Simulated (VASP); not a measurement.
# KTaO3: single point with r2SCAN

KTaO3:

```xyz
5
Lattice="4.0244 0.0000 0.0000 0.0000 4.0244 0.0000 0.0000 0.0000 4.0244" Properties=species:S:1:pos:R:3 pbc="T T T"
K     0.0000    0.0000    0.0000
Ta    2.0122    2.0122    2.0122
O     0.0000    2.0122    2.0122
O     2.0122    2.0122    0.0000
O     2.0122    0.0000    2.0122
```

```yaml
Program: VASP 6.6.1
Task: single point
Functional: r2SCAN
Potentials_or_basis: VASP PAW PBE potentials, release 64 (K_sv, Ta_pv, O)
Cutoff: 520 eV
k_mesh: 8 × 8 × 8
Occupations: gaussian, width 0.05 eV
Spin: no spin polarisation
```

- Pressure: -4.3 GPa
- Band gap on the k mesh: 2.53 eV, indirect (least direct gap 3.19 eV)

Levels at points of the mesh, in eV from the valence-band top:
```tsv
k point	band 15	band 16	band 17	band 18	band 19	band 20	band 21	band 22	band 23	band 24
(0.00, 0.00, 0.00)	-1.05	-1.05	-0.66	-0.66	-0.66	2.53	2.53	2.53	6.75	6.75
(0.50, 0.00, 0.00)	-2.39	-2.10	-1.48	-0.88	-0.88	2.67	5.25	5.25	6.78	8.72
(0.50, 0.50, 0.00)	-2.73	-1.79	-1.43	-1.43	-0.04	5.28	5.28	6.54	7.75	10.71
(0.50, 0.50, 0.50)	-3.87	-3.87	0.00	0.00	0.00	6.66	6.66	6.66	9.59	9.59
```

Wall time 6.4 min on 1 thread of AMD EPYC 7R13 (shared host), peak memory 0.18 GiB.

Caveat: the PAW data sets were made with another functional, which shifts forces and pressure a little; spin-orbit coupling is left out, which moves the levels of the heavy elements. r2SCAN opens gaps a little over a GGA but as a rule still falls short of measured ones.
